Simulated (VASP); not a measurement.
# Sr (Fm-3m) in VASP: further runs

Sr is run at these levels: r2SCAN; tasks: single point.

All numbers are computed with VASP 6.6.1; they aren't measurements. Logs are shortened: lines on timing, memory, paths and dates and some standing lists are left out, and cuts for length are marked.

### 1 The cell of the first run

Symmetry: Fm-3m, No. 225, cubic system. The conventional cell has a = 6.104 Å, b = 6.104 Å, c = 6.104 Å, α = 90.00°, β = 90.00°, γ = 90.00°. Within 5.7 Å of Sr (site symmetry m-3m) lie 12 Sr at 4.32 Å.

### 2 Single point, r2SCAN

File POSCAR:

```
Sr
1.0
    0.0000000000      3.0521104090      3.0521104090
    3.0521104090      0.0000000000      3.0521104090
    3.0521104090      3.0521104090      0.0000000000
Sr
1
Direct
    0.0000000000      0.0000000000      0.0000000000
```

File INCAR.step1:

```
SYSTEM = Sr
  PREC = Accurate
  ENCUT = 520
  ISMEAR = -1
  SIGMA = 0.1
  LREAL = .False.
  LASPH = .True.
  NELM = 60
  NBANDS = 11
  GGA = PE
  ALGO = Normal
  EDIFF = 1E-4
  LWAVE = .True.
  LCHARG = .False.
```

File INCAR.step2:

```
SYSTEM = Sr
  PREC = Accurate
  ENCUT = 520
  EDIFF = 1E-6
  ISMEAR = -1
  SIGMA = 0.1
  LREAL = .False.
  LASPH = .True.
  NELM = 60
  ALGO = Normal
  ISIF = 2
  LWAVE = .False.
  LCHARG = .False.
  METAGGA = R2SCAN
  LMIXTAU = .True.
  NBANDS = 11
  ISTART = 1
```

File KPOINTS:

```
regular mesh
0
Gamma
  13 13 13
  0 0 0
```

Potentials or basis: VASP PAW PBE potentials, release 64 (Sr_sv).

Command:

```console
> cat potpaw_PBE.64/Sr_sv/POTCAR > POTCAR
> cp INCAR.step1 INCAR
> mpirun -np 1 vasp_std > vasp.out
> cp INCAR.step2 INCAR
> mpirun -np 1 vasp_std > vasp.out
```

OUTCAR:

```text
SYSTEM = Sr
   PREC = Accurate
   ENCUT = 520
   EDIFF = 1E-6
   ISMEAR = -1
   LREAL = .False.
   LASPH = .True.
   NELM = 60
   ISIF = 2
   METAGGA = R2SCAN
   ISTART = 1

 ion  position               nearest neighbor table
   1  0.000  0.000  0.000-

  LATTYP: Found a face centered cubic cell.
 ALAT       =     6.1042208180

  Lattice vectors:

 A1 = (   0.0000000000,   3.0521104090,   3.0521104090)
 A2 = (   3.0521104090,   0.0000000000,   3.0521104090)
 A3 = (   3.0521104090,   3.0521104090,   0.0000000000)

Analysis of symmetry for initial positions (statically):
=====================================================================
 Subroutine PRICEL returns:
 Original cell was already a primitive cell.

 Routine SETGRP: Setting up the symmetry group for a
 face centered cubic supercell.

 Subroutine GETGRP returns: Found 48 space group operations
 (whereof 48 operations were pure point group operations)
 out of a pool of 48 trial point group operations.

The static configuration has the point symmetry O_h .

Analysis of symmetry for dynamics (positions and initial velocities):
=====================================================================
 Subroutine PRICEL returns:
 Original cell was already a primitive cell.

 Routine SETGRP: Setting up the symmetry group for a
 face centered cubic supercell.

 Subroutine GETGRP returns: Found 48 space group operations
 (whereof 48 operations were pure point group operations)
 out of a pool of 48 trial point group operations.

The dynamic configuration has the point symmetry O_h .

 Subroutine INISYM returns: Found 48 space group operations
 (whereof 48 operations are pure point group operations),
 and found     1 'primitive' translations

----------------------------------------------------------------------------------------

                                     Primitive cell

  volume of cell :      56.8631

  direct lattice vectors                    reciprocal lattice vectors
     0.000000000  3.052110409  3.052110409    -0.163821072  0.163821072  0.163821072
     3.052110409  0.000000000  3.052110409     0.163821072 -0.163821072  0.163821072
     3.052110409  3.052110409  0.000000000     0.163821072  0.163821072 -0.163821072

  length of vectors
     4.316335934  4.316335934  4.316335934     0.283746421  0.283746421  0.283746421

  position of ions in fractional coordinates (direct lattice)
[... 75 lines left out ...]
   ENCUT  =  520.0 eV  38.22 Ry    6.18 a.u.   8.03  8.03  8.03*2*pi/ulx,y,z
   NELM   =     60;   NELMIN=  2; NELMDL=  0     # of ELM steps
   EDIFF  = 0.1E-05   stopping-criterion for ELM
   LREAL  =      F    real-space projection
   EDIFFG = 0.1E-04   stopping-criterion for IOM
   NSW    =      0    number of steps for IOM
   IBRION =     -1    ionic relax: 0-MD 1-quasi-New 2-CG
   NFREE  =      0    steps in history (QN), initial steepest desc. (CG)
   ISIF   =      2    stress and relaxation
   ISYM   =      2    0-nonsym 1-usesym 2-fastsym
   POTIM  = 0.5000    time-step for ionic-motion
   TEBEG  =    0.0;   TEEND  =   0.0 temperature during run
   PSTRESS=    0.0 pullay stress
   NELECT =      10.0000    total number of electrons
   NUPDOWN=      -1.0000    fix difference up-down
   EMIN   =  10.00;   EMAX   =-10.00  energy-range for DOS
   EFERMI =   0.00;   METHOD = LEGACY
   ISMEAR =    -1;   SIGMA  =   0.10  broadening in eV -4-tet -1-fermi 0-gaus
   EFERMI_NEDOS =   21; number of points for ismear=-14 and -15
   IALGO  =     38    algorithm
   IMIX   =      4    mixing-type and parameters
     AMIX     =   0.40;   BMIX     =  1.00
     AMIX_MAG =   1.60;   BMIX_MAG =  1.00
  volume/ion in A,a.u.               =      56.86       383.73
  Fermi-wavevector in a.u.,A,eV,Ry     =   0.917201  1.733259 11.446009  0.841258
  Thomas-Fermi vector in A             =   2.042143
   LORBIT       =      0    0 simple, 1 ext, 2 COOP (PROOUT), +10 PAW based schemes
   METAGGA = R2SCAN    functional components
   LHFCALC =     F    Hartree Fock is set to
   AEXX    =    0.0000 exact exchange contribution
   IVDW    =     0    specifies the selected vdW correction
   LEPSILON=     F    determine dielectric tensor
   LRPA    =     F    only Hartree local field effects (RPA)
 non-spin polarized calculation
  energy-cutoff  :      520.00
  volume of cell :       56.86
 maximum number of plane-waves:      1550
   NGX = 17   NGY = 17   NGZ = 17

 number of electron      10.0000000 magnetization

 Free energy of the ion-electron system (eV)
  ---------------------------------------------------
  ext. energy  EPLUGINS =         0.00000000
  ---------------------------------------------------
  free energy    TOTEN  =       -15.12093297 eV

  energy without entropy =      -15.07990045  energy(sigma->0) =      -15.10041671

 E-fermi :   1.4740     XC(G=0):  -7.6866

 val. band max:        1.4657140130   @ k =  -0.3846   0.2308   0.0769
 cond. band min:       1.5076560568   @ k =  -0.3077   0.4615   0.1538
 fundamental gap:      0.0419420438
 Fermi energy:         1.4740243720

 k-point     1 :       0.0000    0.0000    0.0000
  band No.  band energies     occupation
      1     -36.5947      2.00000
      2     -17.8585      2.00000
      3     -17.8585      2.00000
      4     -17.8585      2.00000
      5      -2.2925      2.00000
      6       4.1563      0.00000
      7       4.1563      0.00000
      8       4.1563      0.00000
      9       5.6544      0.00000
     10       5.6544      0.00000
     11       8.9124      0.00000
[... 309 lines left out ...]
 k-point    24 :       0.4615    0.1538    0.0000
  band No.  band energies     occupation
      1     -36.5814      2.00000
      2     -18.0171      2.00000
      3     -17.9027      2.00000
      4     -17.8924      2.00000
      5       0.2668      1.99999
      6       1.8538      0.04388
      7       3.4543      0.00000
      8       4.3170      0.00000
      9       6.1630      0.00000
     10       6.7386      0.00000
     11       7.5472      0.00000

 [... further k-points ...]
[... 5 lines left out ...]
  --------------------------------------------------------------------------------------
  -------------------------------------------------------------------------------------
  Total        0.0057420      0.0057420      0.0057420     -0.0000000     -0.0000000      0.0000000
  in kB        0.1617867      0.1617867      0.1617867     -0.0000000     -0.0000000      0.0000000
  external PRESSURE =       0.1617867 kB  Pullay stress =       0.0000000 kB

 VOLUME and BASIS-vectors are now :
 -----------------------------------------------------------------------------
  energy-cutoff  :      520.00
  volume of cell :       56.86
      direct lattice vectors                 reciprocal lattice vectors
     0.000000000  3.052110409  3.052110409    -0.163821072  0.163821072  0.163821072
     3.052110409  0.000000000  3.052110409     0.163821072 -0.163821072  0.163821072
     3.052110409  3.052110409  0.000000000     0.163821072  0.163821072 -0.163821072

 POSITION                                       TOTAL-FORCE (eV/Angst)
 -----------------------------------------------------------------------------------
      0.00000      0.00000      0.00000         0.000000     -0.000000     -0.000000
 -----------------------------------------------------------------------------------
    total drift:                                0.000000      0.000000      0.000000

  FREE ENERGIE OF THE ION-ELECTRON SYSTEM (eV)
  ---------------------------------------------------
  free  energy   TOTEN  =       -15.1209329655 eV

  energy  without entropy=      -15.0799004469  energy(sigma->0) =      -15.10041671
```

OUTCAR.step1:

```text
SYSTEM = Sr
   PREC = Accurate
   ENCUT = 520
   ISMEAR = -1
   LREAL = .False.
   LASPH = .True.
[... 552 lines left out ...]
 -----------------------------------------------------------------------------------
      0.00000      0.00000      0.00000         0.000000      0.000000      0.000000
 -----------------------------------------------------------------------------------
    total drift:                                0.000000      0.000000      0.000000

  FREE ENERGIE OF THE ION-ELECTRON SYSTEM (eV)
  ---------------------------------------------------
  free  energy   TOTEN  =        -1.6573988908 eV

  energy  without entropy=       -1.6140873210  energy(sigma->0) =       -1.63574311
```

Run time: 93 s. Hardware: 1 thread of AMD EPYC 9R45 (Zen 5), shared host; peak memory 0.19 GiB.

Results:

* Free energy: -15.1209 eV
* Pressure: 0.0 GPa
* Band gap on the k mesh: zero (band 5 reaches 1.55 eV, above the bottom of band 6 at 1.43 eV)

Levels at points of the mesh, in eV from the Fermi level:
| k point | band 2 | band 3 | band 4 | band 5 | band 6 | band 7 | band 8 | band 9 |
| --- | --- | --- | --- | --- | --- | --- | --- | --- |
| (0.00, 0.00, 0.00) | -19.33 | -19.33 | -19.33 | -3.77 | 2.68 | 2.68 | 2.68 | 4.18 |

Caveat: the PAW data sets were made with another functional, which shifts forces and pressure a little.

### 3 Single point, r2SCAN

POSCAR is that of step 2.

File INCAR.step1:

```
PREC = Accurate ; ENCUT = 520
ISMEAR = -1 ; SIGMA = 0.1
LREAL = False ; LASPH = True
NELM = 60 ; NBANDS = 11
GGA = PE ; ALGO = Normal
EDIFF = 1E-4 ; LWAVE = True
LCHARG = False
```

File INCAR.step2:

```
PREC = Accurate ; ENCUT = 520
EDIFF = 1E-7 ; ISMEAR = -1
SIGMA = 0.1 ; LREAL = False
LASPH = True ; NELM = 60
ALGO = Normal ; ISIF = 2
LWAVE = False ; LCHARG = False
METAGGA = R2SCAN ; LMIXTAU = True
NBANDS = 11 ; ISTART = 1
```

File KPOINTS:

```
regular mesh
0
Gamma
  15 15 15
```

Potentials or basis: VASP PAW PBE potentials, release 64 (Sr_sv).

Command:

```console
> cat potpaw_PBE.64/Sr_sv/POTCAR > POTCAR
> cp INCAR.step1 INCAR
> mpirun -np 1 vasp_std > vasp.out
> cp INCAR.step2 INCAR
> mpirun -np 1 vasp_std > vasp.out
```

It took 2.7 min on 1 thread of AMD EPYC 9R45 (Zen 5), shared host; peak memory 0.21 GiB.

Results (log left out):

```yaml
Free_energy: -15.1208 eV
Pressure: 0.0 GPa
Band_gap_on_the_k_mesh: zero (band 5 reaches 1.59 eV, above the bottom of band 6 at 1.43 eV)
```

Levels at points of the mesh, in eV from the Fermi level:
```tsv
k point	band 3	band 4	band 5	band 6	band 7	band 8
(0.00, 0.00, 0.00)	-19.33	-19.33	-3.77	2.68	2.68	2.68
```

Caveat: the PAW data sets were made with another functional, which shifts forces and pressure a little.
